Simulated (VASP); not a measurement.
# Ga2O (P4/mmm) in VASP: relaxation of cell and atoms with PBE

Aim: the relaxation of cell and atoms of Ga2O with PBE.

Program: VASP 6.6.1. These are calculated values, not measurements. Logs are shortened: lines on timing, memory, paths and dates and some standing lists are left out, and cuts for length are marked.

## Step 1: The cell of the first run

The structure is tetragonal, space group P4/mmm (No. 123). The conventional cell has a = 3.871 Å, b = 3.871 Å, c = 3.783 Å, α = 90.00°, β = 90.00°, γ = 90.00°. Ga (site symmetry 4/mmm) has 4 Ga at 2.74 Å and 8 O at 3.33 Å within 3.6 Å. Within 2.5 Å of Ga (site symmetry 4/mmm) lie 2 O at 1.89 Å. Within 2.5 Å of O (site symmetry 4/mmm) lie 2 Ga at 1.89 Å.

The cell was generated, and may not be a known phase.

## Step 2: Relaxation of cell and atoms, PBE

The input, INCAR:

```
PREC = Accurate
ENCUT = 600
EDIFF = 1E-7
ISMEAR = 0
SIGMA = 0.1
LREAL = F
LASPH = T
NELM = 100
ALGO = Normal
ISIF = 3
LWAVE = F
LCHARG = F
GGA = PE
IBRION = 2
NSW = 100
EDIFFG = -0.01
```

The input, KPOINTS:

```
Automatic mesh
0
Gamma
  12 12 12
```

The input, POSCAR:

```
Ga2O
1.0
    3.8714677321      0.0000000000      0.0000000000
    0.0000000000      3.8714677321      0.0000000000
    0.0000000000      0.0000000000      3.7828179679
Ga O
2 1
Direct
    0.0000000000      0.0000000000      0.0000000000
    0.5000000000      0.5000000000      0.0000000000
    0.5000000000      0.5000000000      0.5000000000
```

Potentials or basis: VASP PAW PBE potentials, release 64 (Ga_d, O).

Launch:

```bash
cat potpaw_PBE.64/Ga_d/POTCAR potpaw_PBE.64/O/POTCAR > POTCAR
mpirun -np 1 vasp_std > vasp.out
```

OUTCAR:

```text
PREC = Accurate
   ENCUT = 600
   EDIFF = 1E-7
   ISMEAR = 0
   LREAL = F
   LASPH = T
   NELM = 100
   ISIF = 3
   GGA = PE
   IBRION = 2
   NSW = 100
   EDIFFG = -0.01

 ion  position               nearest neighbor table
   1  0.000  0.000  0.000-   2 2.74   2 2.74   2 2.74   2 2.74
   2  0.500  0.500  0.000-   3 1.89   3 1.89   1 2.74   1 2.74   1 2.74   1 2.74
   3  0.500  0.500  0.500-   2 1.89   2 1.89

  LATTYP: Found a simple tetragonal cell.
 ALAT       =     3.8714677321
 C/A-ratio  =     0.9771017685

  Lattice vectors:

 A1 = (   3.8714677321,   0.0000000000,   0.0000000000)
 A2 = (   0.0000000000,   3.8714677321,   0.0000000000)
 A3 = (   0.0000000000,   0.0000000000,   3.7828179679)

Analysis of symmetry for initial positions (statically):
=====================================================================
 Subroutine PRICEL returns:
 Original cell was already a primitive cell.

 Routine SETGRP: Setting up the symmetry group for a
 simple tetragonal supercell.

 Subroutine GETGRP returns: Found 16 space group operations
 (whereof 16 operations were pure point group operations)
 out of a pool of 16 trial point group operations.

The static configuration has the point symmetry D_4h.

Analysis of symmetry for dynamics (positions and initial velocities):
=====================================================================
 Subroutine PRICEL returns:
 Original cell was already a primitive cell.

 Routine SETGRP: Setting up the symmetry group for a
 simple tetragonal supercell.

 Subroutine GETGRP returns: Found 16 space group operations
 (whereof 16 operations were pure point group operations)
 out of a pool of 16 trial point group operations.

The dynamic configuration has the point symmetry D_4h.

 Subroutine INISYM returns: Found 16 space group operations
 (whereof 16 operations are pure point group operations),
 and found     1 'primitive' translations

----------------------------------------------------------------------------------------

                                     Primitive cell

  volume of cell :      56.6979

  direct lattice vectors                    reciprocal lattice vectors
     3.871467732  0.000000000  0.000000000     0.258299970  0.000000000  0.000000000
     0.000000000  3.871467732  0.000000000     0.000000000  0.258299970  0.000000000
     0.000000000  0.000000000  3.782817968     0.000000000  0.000000000  0.264353191

  length of vectors
     3.871467732  3.871467732  3.782817968     0.258299970  0.258299970  0.264353191

  position of ions in fractional coordinates (direct lattice)
     0.000000000  0.000000000  0.000000000
     0.500000000  0.500000000  0.000000000
     0.500000000  0.500000000  0.500000000

  ion indices of the primitive-cell ions
   primitive index   ion index
                 1           1
                 2           2
                 3           3

----------------------------------------------------------------------------------------

 KPOINTS: Automatic mesh

Automatic generation of k-mesh.
 Grid dimensions read from file:
 generate k-points for:   12   12   12

 Generating k-lattice:

  Cartesian coordinates                     Fractional coordinates (reciprocal lattice)
     0.021524998  0.000000000  0.000000000     0.083333333  0.000000000  0.000000000
     0.000000000  0.021524998  0.000000000     0.000000000  0.083333333  0.000000000
     0.000000000  0.000000000  0.022029433     0.000000000  0.000000000  0.083333333

  Length of vectors
     0.021524998  0.021524998  0.022029433

  Shift w.r.t. Gamma in fractional coordinates (k-lattice)
     0.000000000  0.000000000  0.000000000

 Subroutine IBZKPT returns following result:
 ===========================================

 Found    196 irreducible k-points:

 Following reciprocal coordinates:
            Coordinates               Weight
  0.000000  0.000000  0.000000      1.000000
  0.083333  0.000000  0.000000      4.000000
  0.166667  0.000000  0.000000      4.000000
  0.250000  0.000000  0.000000      4.000000
  0.333333  0.000000  0.000000      4.000000
  0.416667  0.000000  0.000000      4.000000
[... 16 lines left out ...]
  0.333333  0.333333  0.000000      4.000000
  0.416667  0.333333  0.000000      8.000000
 [... further k-points ...]
   k-points           NKPTS =    196   k-points in BZ     NKDIM =    196   number of bands    NBANDS=     20
   number of dos      NEDOS =    301   number of ions     NIONS =      3
   total plane-waves  NPLWV =  30720
   dimension x,y,z NGX =    32 NGY =   32 NGZ =   30
   dimension x,y,z NGXF=    64 NGYF=   64 NGZF=   60
   ions per type =               2   1
   NGX,Y,Z   is equivalent  to a cutoff of  13.74, 13.74, 13.18 a.u.
   NGXF,Y,Z  is equivalent  to a cutoff of  27.48, 27.48, 26.37 a.u.
 SYSTEM =  unknown system
   PREC   = accura    normal or accurate (medium, high low for compatibility)
   ISTART =      0    job   : 0-new  1-cont  2-samecut
   ICHARG =      2    charge: 1-file 2-atom 10-const
   ISPIN  =      1    spin polarized calculation?
   LNONCOLLINEAR =      F non collinear calculations
   LSORBIT =      F    spin-orbit coupling
   LASPH  =      T    aspherical Exc in radial PAW
   ENCUT  =  600.0 eV  44.10 Ry    6.64 a.u.   7.73  7.73  7.56*2*pi/ulx,y,z
   NELM   =    100;   NELMIN=  2; NELMDL= -5     # of ELM steps
   EDIFF  = 0.1E-06   stopping-criterion for ELM
   LREAL  =      F    real-space projection
   EDIFFG = -.1E-01   stopping-criterion for IOM
   NSW    =    100    number of steps for IOM
   IBRION =      2    ionic relax: 0-MD 1-quasi-New 2-CG
   NFREE  =      1    steps in history (QN), initial steepest desc. (CG)
   ISIF   =      3    stress and relaxation
   ISYM   =      2    0-nonsym 1-usesym 2-fastsym
   POTIM  = 0.5000    time-step for ionic-motion
   TEBEG  =    0.0;   TEEND  =   0.0 temperature during run
   PSTRESS=    0.0 pullay stress
   NELECT =      32.0000    total number of electrons
   NUPDOWN=      -1.0000    fix difference up-down
   EMIN   =  10.00;   EMAX   =-10.00  energy-range for DOS
   EFERMI =   0.00;   METHOD = LEGACY
   ISMEAR =     0;   SIGMA  =   0.10  broadening in eV -4-tet -1-fermi 0-gaus
   EFERMI_NEDOS =   21; number of points for ismear=-14 and -15
   IALGO  =     38    algorithm
   IMIX   =      4    mixing-type and parameters
     AMIX     =   0.40;   BMIX     =  1.00
     AMIX_MAG =   1.60;   BMIX_MAG =  1.00
  volume/ion in A,a.u.               =      18.90       127.54
  Fermi-wavevector in a.u.,A,eV,Ry     =   1.352911  2.556631 24.903673  1.830368
  Thomas-Fermi vector in A             =   2.480210
   LORBIT       =      0    0 simple, 1 ext, 2 COOP (PROOUT), +10 PAW based schemes
   GGA     = PE    functional components
   LHFCALC =     F    Hartree Fock is set to
   AEXX    =    0.0000 exact exchange contribution
   IVDW    =     0    specifies the selected vdW correction
   LEPSILON=     F    determine dielectric tensor
   LRPA    =     F    only Hartree local field effects (RPA)
 conjugate gradient relaxation of ions
 non-spin polarized calculation
 Gauss-broadening in eV      SIGMA  =   0.10
  energy-cutoff  :      600.00
  volume of cell :       56.70
 maximum number of plane-waves:      1916
 NGX is ok and might be reduce to    32
   NGX = 15   NGY = 15   NGZ = 15

--------------------------------------- Ionic step        1  -------------------------------------------

 number of electron      32.0000012 magnetization

 Free energy of the ion-electron system (eV)
  ---------------------------------------------------
  ext. energy  EPLUGINS =         0.00000000
  ---------------------------------------------------
  free energy    TOTEN  =       -11.72022902 eV

  energy without entropy =      -11.71388322  energy(sigma->0) =      -11.71705612

------------------------ aborting loop because EDIFF is reached ----------------------------------------

  FORCE on cell =-STRESS in cart. coord.  units (eV):
  Direction    XX          YY          ZZ          XY          YZ          ZX
  --------------------------------------------------------------------------------------
  -------------------------------------------------------------------------------------
  Total       -0.1859758     -0.1859758      0.0025728      0.0000000      0.0000000      0.0000000
  in kB       -5.2553344     -5.2553344      0.0727028      0.0000000      0.0000000      0.0000000
  external PRESSURE =      -3.4793220 kB  Pullay stress =       0.0000000 kB

 VOLUME and BASIS-vectors are now :
 -----------------------------------------------------------------------------
  energy-cutoff  :      600.00
  volume of cell :       56.70
      direct lattice vectors                 reciprocal lattice vectors
     3.871467732  0.000000000  0.000000000     0.258299970  0.000000000  0.000000000
     0.000000000  3.871467732  0.000000000     0.000000000  0.258299970  0.000000000
     0.000000000  0.000000000  3.782817968     0.000000000  0.000000000  0.264353191
[... 223 lines left out ...]
 POSITION                                       TOTAL-FORCE (eV/Angst)
 -----------------------------------------------------------------------------------
      0.00000      0.00000      0.00000         0.000000     -0.000000      0.000000
      1.92313      1.92313      0.00000         0.000000      0.000000      0.000000
      1.92313      1.92313      1.89441         0.000000     -0.000000      0.000000
 -----------------------------------------------------------------------------------
    total drift:                                0.000000     -0.000000     -0.000000

  FREE ENERGIE OF THE ION-ELECTRON SYSTEM (eV)
  ---------------------------------------------------
  free  energy   TOTEN  =       -11.7214455196 eV

  energy  without entropy=      -11.7152384661  energy(sigma->0) =      -11.71834199

--------------------------------------- Ionic step        8  -------------------------------------------

 number of electron      32.0000024 magnetization

 Free energy of the ion-electron system (eV)
  ---------------------------------------------------
  ext. energy  EPLUGINS =         0.00000000
  ---------------------------------------------------
  free energy    TOTEN  =       -11.72146573 eV

  energy without entropy =      -11.71525857  energy(sigma->0) =      -11.71836215

 E-fermi :   3.2305     XC(G=0):  -9.7253

 val. band max:        3.2161563808   @ k =   0.2500   0.0000   0.4167
 cond. band min:       3.2317966492   @ k =   0.4167   0.4167   0.0833
 fundamental gap:      0.0156402684
 Fermi energy:         3.2305175591

 k-point     1 :       0.0000    0.0000    0.0000
  band No.  band energies     occupation
      1     -15.4881      2.00000
      2     -12.0464      2.00000
      3     -12.0177      2.00000
      4     -11.9368      2.00000
      5     -11.9192      2.00000
      6     -11.9192      2.00000
[... 12 lines left out ...]
     19       7.1738      0.00000
     20       8.4065      0.00000
[... 507 lines left out ...]
 k-point    24 :       0.4167    0.3333    0.0000
  band No.  band energies     occupation
      1     -15.4146      2.00000
      2     -12.0175      2.00000
      3     -11.9363      2.00000
      4     -11.9300      2.00000
      5     -11.9251      2.00000
      6     -11.8222      2.00000
[... 12 lines left out ...]
     19       7.9404      0.00000
     20      12.2522      0.00000

 [... further k-points ...]

------------------------ aborting loop because EDIFF is reached ----------------------------------------

  FORCE on cell =-STRESS in cart. coord.  units (eV):
  Direction    XX          YY          ZZ          XY          YZ          ZX
  --------------------------------------------------------------------------------------
  -------------------------------------------------------------------------------------
  Total        0.0001512      0.0001512      0.0028379      0.0000000     -0.0000000      0.0000000
  in kB        0.0043229      0.0043229      0.0811519      0.0000000     -0.0000000      0.0000000
  external PRESSURE =       0.0299326 kB  Pullay stress =       0.0000000 kB

 VOLUME and BASIS-vectors are now :
 -----------------------------------------------------------------------------
  energy-cutoff  :      600.00
  volume of cell :       56.03
      direct lattice vectors                 reciprocal lattice vectors
     3.846782756  0.000000000  0.000000000     0.259957493  0.000000000  0.000000000
     0.000000000  3.846782756  0.000000000     0.000000000  0.259957493  0.000000000
     0.000000000 -0.000000000  3.786252014     0.000000000 -0.000000000  0.264113428

 POSITION                                       TOTAL-FORCE (eV/Angst)
 -----------------------------------------------------------------------------------
      0.00000      0.00000      0.00000         0.000000     -0.000000      0.000000
      1.92339      1.92339      0.00000         0.000000      0.000000      0.000000
      1.92339      1.92339      1.89313         0.000000     -0.000000      0.000000
 -----------------------------------------------------------------------------------
    total drift:                                0.000000     -0.000000     -0.000000

  FREE ENERGIE OF THE ION-ELECTRON SYSTEM (eV)
  ---------------------------------------------------
  free  energy   TOTEN  =       -11.7214657330 eV

  energy  without entropy=      -11.7152585727  energy(sigma->0) =      -11.71836215

 reached required accuracy - stopping structural energy minimisation
```

It took 8.1 min on 1 thread of Intel Xeon 6975P-C (Granite Rapids), shared host; peak memory 0.37 GiB.

What came out:

```
Free energy                           : -11.7215 eV
Relaxed volume                        : 18.68 Å³/atom
Relaxed cell                          : a = 3.847 Å, b = 3.847 Å, c = 3.786 Å, α = 90.00°, β = 90.00°, γ = 90.00°
Space group after relaxing (to 0.1 Å) : P4/mmm (No. 123)
Energy gained by relaxing             : 0.4 meV/atom
Ionic steps                           : 8
Pressure after relaxing               : 0.0 GPa
Band gap on the k mesh                : zero (bands 16 and 17 overlap by 4.18 eV)
```

Step by step:
| step | energy change (eV) | largest force (eV/Å) | pressure (GPa) | volume (Å³) |
| --- | --- | --- | --- | --- |
| 1 | 0.0000 | 0.0000 | -0.35 | 56.70 |
| 2 | -0.0009 | 0.0000 | -0.15 | 56.36 |
| 3 | -0.0012 | 0.0000 | 0.04 | 56.05 |
| 4 | -0.0012 | 0.0000 | 0.12 | 55.99 |
| 5 | -0.0012 | 0.0000 | 0.03 | 56.02 |
| 6 | -0.0012 | 0.0000 | 0.07 | 56.00 |
| 7 | -0.0012 | 0.0000 | -0.07 | 56.05 |
| 8 | -0.0012 | 0.0000 | 0.00 | 56.03 |

Final structure:
```
Ga O
1.0
     3.84678    0.00000    0.00000
     0.00000    3.84678    0.00000
     0.00000    0.00000    3.78625
Ga O
2 1
Direct
  0.00000 0.00000 0.00000
  0.50000 0.50000 0.00000
  0.50000 0.50000 0.50000
```

Levels at points of the mesh, in eV from the Fermi level:
```
           k point  band 12  band 13  band 14  band 15  band 16  band 17  band 18  band 19  band 20
(0.00, 0.00, 0.00)    -7.59    -5.51    -3.22    -3.22     1.39     2.13     2.13     3.94     5.18
(0.50, 0.00, 0.00)    -7.11    -5.37    -4.29    -2.88    -1.93     3.30     4.09     5.30     5.34
(0.50, 0.50, 0.00)    -5.30    -4.81    -4.69    -4.69    -1.72     0.04     0.04     5.08     9.75
(0.00, 0.00, 0.50)    -9.39    -3.05    -2.35    -2.35    -0.49     1.03     1.03     4.99     6.40
(0.50, 0.00, 0.50)    -8.02    -5.86    -3.42    -2.28     0.14     1.74     3.96     3.99     5.10
(0.50, 0.50, 0.50)    -7.16    -3.92    -2.88    -2.88    -2.27    -2.27     1.02     3.04     7.81
```
